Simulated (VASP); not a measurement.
Si16H5Cl: single point with PBEsol

Slab: Si16H5Cl, a slab with vacuum.

```
H Si Cl
1.0
     7.67918    0.00000    0.00000
     3.83959    6.65036    0.00000
     0.00000    0.00000   17.41877
H Si Cl
5 16 1
Direct
  0.16667 0.16667 0.05741
  0.66667 0.16667 0.05741
  0.16667 0.66667 0.05741
  0.66667 0.66667 0.05741
  0.31625 0.16066 0.43024
  0.16667 0.16667 0.14352
  0.66667 0.16667 0.14352
  0.16667 0.66667 0.14352
  0.66667 0.66667 0.14352
  0.83380 0.33348 0.18822
  0.33341 0.33538 0.17803
  0.83260 0.82850 0.19563
  0.33278 0.83264 0.18781
  0.84916 0.31176 0.32466
  0.34330 0.35505 0.30825
  0.82052 0.85631 0.33899
  0.30550 0.85545 0.32187
  0.00066 0.00159 0.39456
  0.45600 0.04018 0.36258
  0.00392 0.50378 0.34092
  0.50825 0.51692 0.36023
  0.48842 0.49089 0.47895
```

```
Program                : VASP 6.6.1
Task                   : single point
Functional             : PBEsol
Potentials or basis    : VASP PAW PBE potentials, release 64 (H, Si, Cl)
Cutoff                 : 520 eV
k mesh                 : 2 × 2 × 1
Occupations            : gaussian, width 0.05 eV
Spin                   : no spin polarisation
Dipole correction      : no
Further INCAR settings : LREAL = Auto; ALGO = Normal; EDIFF = 1e-07; NBANDS = 55
```

| Quantity | Value |
| --- | --- |
| Largest force | 1.077 eV/Å |
| Band gap on the k mesh | 0.33 eV, direct |

Forces in eV/Å, atoms in the order of the input:
```
H   -0.054 -0.008 -0.144
H    0.157 -0.237 -0.152
H   -0.156  0.255 -0.159
H    0.088  0.020 -0.114
H    0.570 -0.849  0.339
Si  -0.247 -0.169 -0.057
Si   0.320 -0.393  0.217
Si  -0.135  0.477 -0.022
Si  -0.048  0.036  0.509
Si   0.012  0.011 -0.006
Si  -0.014 -0.001  0.039
Si   0.035 -0.011 -0.035
Si   0.008  0.001 -0.016
Si  -0.054  0.072  0.043
Si  -0.124  0.016  0.092
Si  -0.074  0.228 -0.049
Si  -0.002 -0.014 -0.034
Si   0.065  0.040 -0.050
Si  -0.079  0.013  0.120
Si  -0.187  0.472 -0.516
Si  -0.086  0.017  0.010
Cl   0.006  0.024 -0.015
```

Levels at points of the mesh, in eV from the valence-band top:
```tsv
k point	band 34	band 35	band 36	band 37	band 38	band 39	band 40	band 41	band 42	band 43
(0.00, 0.00, 0.00)	-0.64	-0.55	-0.34	-0.07	0.00	0.33	1.13	1.20	1.43	1.77
(0.50, 0.00, 0.00)	-1.46	-1.20	-0.79	-0.67	-0.15	0.52	1.49	2.05	2.44	2.60
(0.50, 0.50, 0.00)	-1.46	-1.34	-0.78	-0.57	-0.07	0.53	1.74	1.90	2.21	2.49
(0.00, 0.50, 0.00)	-1.40	-1.30	-0.77	-0.57	-0.10	0.64	1.65	2.01	2.20	2.51
```

Wall time 10 min on 1 thread of Intel(R) Xeon(R) Platinum 8488C (Sapphire Rapids), on a shared host, peak memory 0.96 GiB.

Caveat: the k points lie up to 0.47 Å⁻¹ apart; the PAW data sets were made with another functional, which shifts forces and pressure a little.
